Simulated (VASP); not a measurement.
Write the native input for VASP 6.6.1 that does the following.

```
Task                   : single point
Functional             : r2SCAN
Dispersion             : D3(BJ)
Potentials or basis    : VASP PAW PBE potentials, release 64 (Sn_d, Se)
Cutoff                 : 520 eV
k mesh                 : 4 × 8 × 6
Occupations            : gaussian, width 0.05 eV
Spin                   : no spin polarisation
Dipole correction      : no
Further INCAR settings : ALGO = Normal; EDIFF = 1e-07; NBANDS = 50
```

The system is SnSe.

```xyz
8
Lattice="11.5432 0.0000 0.0000 0.0000 4.1279 0.0000 0.0000 0.0000 4.5527" Properties=species:S:1:pos:R:3 pbc="T T T"
Sn    1.3681    1.0320    0.5169
Sn    4.4035    3.0959    2.7932
Sn    7.1397    1.0320    1.7595
Sn   10.1751    3.0959    4.0358
Se    4.0819    1.0320    0.0626
Se    1.6897    3.0959    2.3389
Se    9.8535    1.0320    2.2137
Se    7.4613    3.0959    4.4901
```

One way to write it, as run:

POSCAR

```
SnSe
1.0
   11.5431923065      0.0000000000      0.0000000000
    0.0000000000      4.1278741441      0.0000000000
    0.0000000000      0.0000000000      4.5526580733
Sn Se
4 4
Direct
    0.1185226353      0.2500000000      0.1135316417
    0.3814773647      0.7500000000      0.6135316417
    0.6185226353      0.2500000000      0.3864683583
    0.8814773647      0.7500000000      0.8864683583
    0.3536167942      0.2500000000      0.0137470647
    0.1463832058      0.7500000000      0.5137470647
    0.8536167942      0.2500000000      0.4862529353
    0.6463832058      0.7500000000      0.9862529353
```

INCAR.step1

```
SYSTEM = SnSe
ALGO = Normal ; EDIFF = 1E-4
ENCUT = 520 ; GGA = PE
ISMEAR = 0 ; LASPH = .TRUE.
LCHARG = .FALSE. ; LREAL = .FALSE.
LWAVE = .TRUE. ; NBANDS = 50
NELM = 60 ; PREC = Accurate
SIGMA = 0.05
```

INCAR.step2

```
SYSTEM = SnSe
ALGO = Normal ; EDIFF = 1E-7
ENCUT = 520 ; ISIF = 2
ISMEAR = 0 ; ISTART = 1
IVDW = 12 ; LASPH = .TRUE.
LCHARG = .FALSE. ; LMIXTAU = .TRUE.
LREAL = .FALSE. ; LWAVE = .FALSE.
METAGGA = R2SCAN ; NBANDS = 50
NELM = 60 ; PREC = Accurate
SIGMA = 0.05 ; VDW_A1 = 0.49484001
VDW_A2 = 5.73083694 ; VDW_S6 = 1.0
VDW_S8 = 0.78981345
```

KPOINTS

```
k-points
0
G
  4 8 6
  0 0 0
```

Potentials or basis: VASP PAW PBE potentials, release 64 (Sn_d, Se).

The run is started by

```sh
$ cat potpaw_PBE.64/Sn_d/POTCAR potpaw_PBE.64/Se/POTCAR > POTCAR
$ cp INCAR.step1 INCAR
$ mpirun -np 1 vasp_std > vasp.out
$ cp INCAR.step2 INCAR
$ mpirun -np 1 vasp_std > vasp.out
```

Results of the run:

* Pressure: 0.1 GPa
* Largest force: 0.021 eV/Å
* Band gap on the k mesh: 1.00 eV (least direct gap 1.30 eV)
* Dispersion energy per atom: -0.167 eV

Caveat: the PAW data sets were made with another functional, which shifts forces and pressure a little; spin-orbit coupling is left out, which moves the levels of the heavy elements.

Wall time 66 min on 1 thread of Oxide Virtual Turin-like Processor, with other jobs on the host, peak memory 0.65 GiB.
